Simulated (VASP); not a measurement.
A run of VASP 6.6.1 is set up as follows.

Contents of INCAR:

```
PREC = Accurate ; ENCUT = 520
EDIFF = 1E-7 ; ISMEAR = 0
SIGMA = 0.01 ; LREAL = Auto
LASPH = True ; NELM = 100
ALGO = Normal ; ISIF = 2
LWAVE = False ; LCHARG = False
GGA = PE ; NBANDS = 92
NELECT = 146.0
```

Contents of KPOINTS:

```
Automatic mesh
0
Gamma
  2 2 2
  0.5 0.5 0.5
```

File POSCAR:

```
Si9HO18
1.0
    5.0184321724      0.0000000000     -5.5095000252
   -2.5092160862     -4.3460897484     -5.5095000252
   -2.5092160862      4.3460897484     -5.5095000252
Si O H
9 18 1
Direct
    0.0638911670      0.0562897390      0.5336780023
    0.7363440230      0.7371824835      0.2133253627
    0.3950469355      0.3650929188      0.8929306523
    0.5004976832      1.0016673451      0.4885104685
    0.1880020995      0.6428743968      0.1780572209
    0.8415482437      0.3153879118      0.8289405003
    0.4574912161      0.9088729952      0.9534907509
    0.1029268153      0.6063684379      0.6199347411
    0.7612397349      0.2965490157      0.2700962593
    0.3509373897      0.1554943718      0.9627984674
    0.0219683976      0.8405893514      0.5997139587
    0.6812893870      0.5273538477      0.2649538836
    0.4619019782      0.9720169037      0.7155777064
    0.1791942763      0.5528247396      0.4100123303
    0.8437805785      0.2487457626      0.0571673746
    0.6279572050      0.3558819709      0.7924875904
    0.2941335178      0.0384825205      0.4333558282
    0.9718603826      0.6939788112      0.1399935325
    0.5793363118      0.1987221081      0.3823933153
    0.2532689646      0.8453581744      0.1086215236
    0.9164056523      0.5151023702      0.7392636520
    0.9942180068      0.1441873008      0.7255008866
    0.6592136120      0.8135988684      0.4145756276
    0.3260885651      0.4678053522      0.0753427633
    0.9394911285      0.2022883827      0.3782777343
    0.6374636545      0.9070232216      0.0519196769
    0.2803807495      0.5184686591      0.7274871518
    0.5584319698      0.7005135394      0.9374322922
```

Potentials or basis: VASP PAW PBE potentials, release 64 (Si, O, H).

The run is started by

```console
$ cat potpaw_PBE.64/Si/POTCAR potpaw_PBE.64/O/POTCAR potpaw_PBE.64/H/POTCAR > POTCAR
$ mpirun -np 1 vasp_std > vasp.out
```

Question: What does it give for the largest force?

Answer: 0.072 eV/Å.

Forces on the atoms (eV/Å):
```
Si  -0.013 -0.001  0.019
Si   0.017  0.041 -0.005
Si  -0.003 -0.039 -0.032
Si  -0.002 -0.040  0.001
Si   0.012  0.025  0.019
Si   0.017  0.004 -0.013
Si  -0.005 -0.015  0.018
Si  -0.033 -0.008 -0.004
Si   0.007 -0.012 -0.011
O    0.029  0.048  0.045
O    0.016 -0.003  0.000
O    0.004 -0.004 -0.003
O   -0.012  0.020 -0.024
O    0.008 -0.015  0.009
O   -0.013  0.002 -0.006
O   -0.015  0.003  0.015
O    0.017  0.007 -0.012
O    0.003  0.008 -0.003
O    0.001  0.016  0.015
O   -0.002 -0.016 -0.026
O    0.014  0.009 -0.002
O   -0.001 -0.007  0.002
O   -0.004  0.003  0.000
O    0.001 -0.010  0.002
O   -0.015  0.010  0.003
O   -0.019 -0.040  0.007
O    0.004  0.015 -0.006
H   -0.012 -0.001 -0.008
```

Caveat: the cell carries a net charge on a neutralising background, which shifts energy and pressure; the cell differs from its parent crystal (with an interstitial atom, then relaxed in part).
